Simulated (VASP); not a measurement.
# W (P6_3/mmc) in VASP: notebook

W is run at these levels: LDA; tasks: single point.

Program: VASP 6.6.1. These are calculated values, not measurements. Logs are shortened: lines on timing, memory, paths and dates and some standing lists are left out, and cuts for length are marked.

**1. The cell of the first run**

Symmetry: P6_3/mmc, No. 194, hexagonal system. The conventional cell has a = 2.745 Å, b = 2.745 Å, c = 9.637 Å, α = 90.00°, β = 90.00°, γ = 120.00°. Within 3.6 Å of W (site symmetry -3m) lie 12 W at 2.75 to 2.88 Å. W (site symmetry -6m2) has 12 W at 2.75 to 2.88 Å within 3.6 Å.

This isn't the form of W at room conditions, which is bcc.

**2. Single point, LDA**

Contents of INCAR:

```
PREC     = Accurate       # precision mode
ENCUT    = 520            # plane-wave cutoff, eV
EDIFF    = 1E-7           # SCF threshold, eV
ISMEAR   = -1             # smearing method
SIGMA    = 0.1            # smearing width, eV
LREAL    = False          # projectors in reciprocal space
LASPH    = True           # aspherical terms in the spheres
NELM     = 60             # most SCF steps
ALGO     = Normal         # electronic algorithm
ISIF     = 2              # what is computed and relaxed
LWAVE    = False          # write WAVECAR
LCHARG   = False          # write CHGCAR
GGA      = CA             # functional
NBANDS   = 36             # bands
```

Contents of KPOINTS:

```
regular mesh
0
Gamma
  13 13 4
```

Contents of POSCAR:

```
W
1.0
    2.7454479886      0.0000000000      0.0000000000
   -1.3727239943      2.3776277029      0.0000000000
    0.0000000000      0.0000000000      9.6365934384
W
4
Direct
    1.0000000000      1.0000000000      0.0000000000
    1.0000000000      0.0000000000      0.5000000000
    0.3333333333      0.6666666667      0.2500000000
    0.6666666667      0.3333333333      0.7500000000
```

Potentials or basis: VASP PAW LDA potentials, release 64 (W_sv).

Started as:

```
$ cat potpaw_LDA.64/W_sv/POTCAR > POTCAR
$ mpirun -np 1 vasp_std > vasp.out
```

OUTCAR:

```text
PREC = Accurate
   ENCUT = 520
   EDIFF = 1E-7
   ISMEAR = -1
   LREAL = False
   LASPH = True
   NELM = 60
   ISIF = 2
   GGA = CA

 ion  position               nearest neighbor table
   1  0.000  0.000  0.000-   3 2.88   4 2.88   4 2.88   3 2.88   4 2.88   3 2.88
   2  0.000  0.000  0.500-   3 2.88   4 2.88   4 2.88   3 2.88   4 2.88   3 2.88
   3  0.333  0.667  0.250-   1 2.88   2 2.88   1 2.88   2 2.88   1 2.88   2 2.88
   4  0.667  0.333  0.750-   1 2.88   2 2.88   1 2.88   2 2.88   1 2.88   2 2.88

  LATTYP: Found a hexagonal cell.
 ALAT       =     2.7454479886
 C/A-ratio  =     3.5100258604

  Lattice vectors:

 A1 = (   2.7454479886,   0.0000000000,   0.0000000000)
 A2 = (  -1.3727239943,   2.3776277029,   0.0000000000)
 A3 = (   0.0000000000,   0.0000000000,   9.6365934384)

Analysis of symmetry for initial positions (statically):
=====================================================================
 Subroutine PRICEL returns:
 Original cell was already a primitive cell.

 Routine SETGRP: Setting up the symmetry group for a
 hexagonal supercell.

 Subroutine GETGRP returns: Found 24 space group operations
 (whereof 12 operations were pure point group operations)
 out of a pool of 24 trial point group operations.

The static configuration has the point symmetry D_3d.
 The point group associated with its full space group is D_6h.

Analysis of symmetry for dynamics (positions and initial velocities):
=====================================================================
 Subroutine PRICEL returns:
 Original cell was already a primitive cell.

 Routine SETGRP: Setting up the symmetry group for a
 hexagonal supercell.

 Subroutine GETGRP returns: Found 24 space group operations
 (whereof 12 operations were pure point group operations)
 out of a pool of 24 trial point group operations.

The dynamic configuration has the point symmetry D_3d.
 The point group associated with its full space group is D_6h.

 Subroutine INISYM returns: Found 24 space group operations
 (whereof 12 operations are pure point group operations),
 and found     1 'primitive' translations

----------------------------------------------------------------------------------------

                                     Primitive cell

  volume of cell :      62.9043

  direct lattice vectors                    reciprocal lattice vectors
     2.745447989  0.000000000  0.000000000     0.364239280  0.210293647  0.000000000
    -1.372723994  2.377627703  0.000000000     0.000000000  0.420587293  0.000000000
     0.000000000  0.000000000  9.636593438     0.000000000  0.000000000  0.103771110

  length of vectors
     2.745447989  2.745447989  9.636593438     0.420587293  0.420587293  0.103771110

  position of ions in fractional coordinates (direct lattice)
     0.000000000  0.000000000  0.000000000
     0.000000000  0.000000000  0.500000000
     0.333333333  0.666666667  0.250000000
     0.666666667  0.333333333  0.750000000

  ion indices of the primitive-cell ions
   primitive index   ion index
                 1           1
                 2           2
                 3           3
                 4           4

----------------------------------------------------------------------------------------

 KPOINTS: regular mesh

Automatic generation of k-mesh.
 Grid dimensions read from file:
 generate k-points for:   13   13    4

 Generating k-lattice:

  Cartesian coordinates                     Fractional coordinates (reciprocal lattice)
     0.028018406  0.016176434  0.000000000     0.076923077 -0.000000000  0.000000000
     0.000000000  0.032352869  0.000000000     0.000000000  0.076923077  0.000000000
     0.000000000  0.000000000  0.025942778     0.000000000  0.000000000  0.250000000

  Length of vectors
     0.032352869  0.032352869  0.025942778

  Shift w.r.t. Gamma in fractional coordinates (k-lattice)
     0.000000000  0.000000000  0.000000000

 Subroutine IBZKPT returns following result:
 ===========================================

 Found     63 irreducible k-points:

 Following reciprocal coordinates:
            Coordinates               Weight
  0.000000  0.000000  0.000000      1.000000
  0.076923  0.000000  0.000000      6.000000
  0.153846  0.000000  0.000000      6.000000
  0.230769  0.000000  0.000000      6.000000
  0.307692  0.000000  0.000000      6.000000
  0.384615 -0.000000  0.000000      6.000000
[... 16 lines left out ...]
  0.076923  0.000000  0.250000     12.000000
  0.153846  0.000000  0.250000     12.000000
 [... further k-points ...]
   k-points           NKPTS =     63   k-points in BZ     NKDIM =     63   number of bands    NBANDS=     36
   number of dos      NEDOS =    301   number of ions     NIONS =      4
   total plane-waves  NPLWV =  28800
   dimension x,y,z NGX =    20 NGY =   20 NGZ =   72
   dimension x,y,z NGXF=    40 NGYF=   40 NGZF=  144
   ions per type =               4
   NGX,Y,Z   is equivalent  to a cutoff of  12.11, 12.11, 12.42 a.u.
   NGXF,Y,Z  is equivalent  to a cutoff of  24.22, 24.22, 24.84 a.u.
 SYSTEM =  unknown system
   PREC   = accura    normal or accurate (medium, high low for compatibility)
   ISTART =      0    job   : 0-new  1-cont  2-samecut
   ICHARG =      2    charge: 1-file 2-atom 10-const
   ISPIN  =      1    spin polarized calculation?
   LNONCOLLINEAR =      F non collinear calculations
   LSORBIT =      F    spin-orbit coupling
   LASPH  =      T    aspherical Exc in radial PAW
   ENCUT  =  520.0 eV  38.22 Ry    6.18 a.u.   5.10  5.10 17.92*2*pi/ulx,y,z
   NELM   =     60;   NELMIN=  2; NELMDL= -5     # of ELM steps
   EDIFF  = 0.1E-06   stopping-criterion for ELM
   LREAL  =      F    real-space projection
   EDIFFG = 0.1E-05   stopping-criterion for IOM
   NSW    =      0    number of steps for IOM
   IBRION =     -1    ionic relax: 0-MD 1-quasi-New 2-CG
   NFREE  =      0    steps in history (QN), initial steepest desc. (CG)
   ISIF   =      2    stress and relaxation
   ISYM   =      2    0-nonsym 1-usesym 2-fastsym
   POTIM  = 0.5000    time-step for ionic-motion
   TEBEG  =    0.0;   TEEND  =   0.0 temperature during run
   PSTRESS=    0.0 pullay stress
   NELECT =      56.0000    total number of electrons
   NUPDOWN=      -1.0000    fix difference up-down
   EMIN   =  10.00;   EMAX   =-10.00  energy-range for DOS
   EFERMI =   0.00;   METHOD = LEGACY
   ISMEAR =    -1;   SIGMA  =   0.10  broadening in eV -4-tet -1-fermi 0-gaus
   EFERMI_NEDOS =   21; number of points for ismear=-14 and -15
   IALGO  =     38    algorithm
   IMIX   =      4    mixing-type and parameters
     AMIX     =   0.40;   BMIX     =  1.00
     AMIX_MAG =   1.60;   BMIX_MAG =  1.00
  volume/ion in A,a.u.               =      15.73       106.12
  Fermi-wavevector in a.u.,A,eV,Ry     =   1.574867  2.976068 33.745266  2.480207
  Thomas-Fermi vector in A             =   2.675937
   LORBIT       =      0    0 simple, 1 ext, 2 COOP (PROOUT), +10 PAW based schemes
   GGA     = CA    functional components
   LHFCALC =     F    Hartree Fock is set to
   AEXX    =    0.0000 exact exchange contribution
   IVDW    =     0    specifies the selected vdW correction
   LEPSILON=     F    determine dielectric tensor
   LRPA    =     F    only Hartree local field effects (RPA)
 non-spin polarized calculation
  energy-cutoff  :      520.00
  volume of cell :       62.90
 maximum number of plane-waves:      1712
   NGX = 11   NGY = 11   NGZ = 35

 number of electron      55.9999990 magnetization

 Free energy of the ion-electron system (eV)
  ---------------------------------------------------
  ext. energy  EPLUGINS =         0.00000000
  ---------------------------------------------------
  free energy    TOTEN  =       -54.52336226 eV

  energy without entropy =      -54.39038524  energy(sigma->0) =      -54.45687375

 E-fermi :  11.0463     XC(G=0): -13.8576

 val. band max:       11.0432788578   @ k =   0.0769   0.0000   0.5000
 cond. band min:      11.0468837730   @ k =   0.3077   0.2308   0.2500
 fundamental gap:      0.0036049152
 Fermi energy:        11.0463193033

 k-point     1 :       0.0000    0.0000    0.0000
  band No.  band energies     occupation
      1     -62.2024      2.00000
      2     -62.1667      2.00000
      3     -62.1374      2.00000
      4     -62.1014      2.00000
      5     -27.3009      2.00000
      6     -26.7685      2.00000
[... 28 lines left out ...]
     35      14.1096      0.00000
     36      14.1096      0.00000

 k-point     2 :       0.0769    0.0000    0.0000
  band No.  band energies     occupation
      1     -62.1944      2.00000
      2     -62.1600      2.00000
      3     -62.1306      2.00000
      4     -62.0958      2.00000
      5     -27.2762      2.00000
      6     -26.7643      2.00000
[... 28 lines left out ...]
     35      14.1745      0.00000
     36      14.2500      0.00000

 k-point     3 :       0.1538    0.0000    0.0000
  band No.  band energies     occupation
      1     -62.1721      2.00000
      2     -62.1411      2.00000
      3     -62.1117      2.00000
      4     -62.0804      2.00000
      5     -27.2054      2.00000
      6     -26.7628      2.00000
[... 28 lines left out ...]
     35      14.1880      0.00000
     36      14.4944      0.00000

 k-point     4 :       0.2308    0.0000    0.0000
  band No.  band energies     occupation
      1     -62.1402      2.00000
      2     -62.1145      2.00000
      3     -62.0851      2.00000
      4     -62.0592      2.00000
      5     -27.0998      2.00000
      6     -26.8196      2.00000
[... 28 lines left out ...]
     35      14.2443      0.00000
     36      14.4731      0.00000

 k-point     5 :       0.3077    0.0000    0.0000
  band No.  band energies     occupation
      1     -62.1051      2.00000
      2     -62.0861      2.00000
      3     -62.0566      2.00000
      4     -62.0375      2.00000
      5     -27.0364      2.00000
      6     -27.0297      2.00000
[... 655 lines left out ...]
 k-point    22 :       0.0000    0.0000    0.2500
  band No.  band energies     occupation
      1     -62.1989      2.00000
      2     -62.1756      2.00000
      3     -62.1284      2.00000
      4     -62.1049      2.00000
      5     -27.2608      2.00000
      6     -26.9696      2.00000
[... 28 lines left out ...]
     35      13.9404      0.00000
     36      13.9404      0.00000

 k-point    23 :       0.0769    0.0000    0.2500
  band No.  band energies     occupation
      1     -62.1910      2.00000
      2     -62.1685      2.00000
      3     -62.1220      2.00000
      4     -62.0992      2.00000
      5     -27.2376      2.00000
      6     -26.9577      2.00000
[... 28 lines left out ...]
     35      13.8759      0.00000
     36      13.8977      0.00000

 k-point    24 :       0.1538    0.0000    0.2500
  band No.  band energies     occupation
      1     -62.1691      2.00000
      2     -62.1486      2.00000
      3     -62.1042      2.00000
      4     -62.0836      2.00000
      5     -27.1719      2.00000
      6     -26.9300      2.00000
[... 28 lines left out ...]
     35      13.7319      0.00000
     36      13.7565      0.00000

 [... further k-points ...]

------------------------ aborting loop because EDIFF is reached ----------------------------------------

  FORCE on cell =-STRESS in cart. coord.  units (eV):
  Direction    XX          YY          ZZ          XY          YZ          ZX
  --------------------------------------------------------------------------------------
  -------------------------------------------------------------------------------------
  Total        0.7769886      0.7769886      0.6077514      0.0000000     -0.0000000      0.0000000
  in kB       19.7899458     19.7899458     15.4794660      0.0000000     -0.0000000      0.0000000
  external PRESSURE =      18.3531192 kB  Pullay stress =       0.0000000 kB

 VOLUME and BASIS-vectors are now :
 -----------------------------------------------------------------------------
  energy-cutoff  :      520.00
  volume of cell :       62.90
      direct lattice vectors                 reciprocal lattice vectors
     2.745447989  0.000000000  0.000000000     0.364239280  0.210293647  0.000000000
    -1.372723994  2.377627703  0.000000000     0.000000000  0.420587293  0.000000000
     0.000000000  0.000000000  9.636593438     0.000000000  0.000000000  0.103771110

 POSITION                                       TOTAL-FORCE (eV/Angst)
 -----------------------------------------------------------------------------------
      0.00000      0.00000      0.00000        -0.000000      0.000000      0.000000
      0.00000      0.00000      4.81830        -0.000000      0.000000      0.000000
     -0.00000      1.58509      2.40915        -0.000000     -0.000000      0.000000
      1.37272      0.79254      7.22745         0.000000      0.000000     -0.000000
 -----------------------------------------------------------------------------------
    total drift:                                0.000000     -0.000000      0.000000

  FREE ENERGIE OF THE ION-ELECTRON SYSTEM (eV)
  ---------------------------------------------------
  free  energy   TOTEN  =       -54.5233622622 eV

  energy  without entropy=      -54.3903852416  energy(sigma->0) =      -54.45687375
```

Wall time 46 s (1 thread of Intel Xeon 6975P-C (Granite Rapids), shared host); peak memory 0.21 GiB.

What came out:

```
Free energy            : -54.5234 eV
Pressure               : 1.8 GPa
Band gap on the k mesh : zero (bands 28 and 29 overlap by 2.10 eV)
```

Stress tensor (GPa, compression positive):
```
1.98 0.00 0.00
0.00 1.98 0.00
0.00 0.00 1.55
```

Levels at points of the mesh, in eV from the Fermi level:
```
           k point  band 24  band 25  band 26  band 27  band 28  band 29  band 30  band 31  band 32  band 33
(0.00, 0.00, 0.00)    -0.68    -0.68    -0.52    -0.52    -0.22    -0.22    -0.03    -0.03     0.11     2.22
(0.00, 0.00, 0.50)    -1.07    -0.55    -0.55    -0.55    -0.55    -0.21    -0.21    -0.21    -0.21     2.59
```

Caveat: spin-orbit coupling is left out, which moves the levels of the heavy elements.

[end of part 1 of 2]
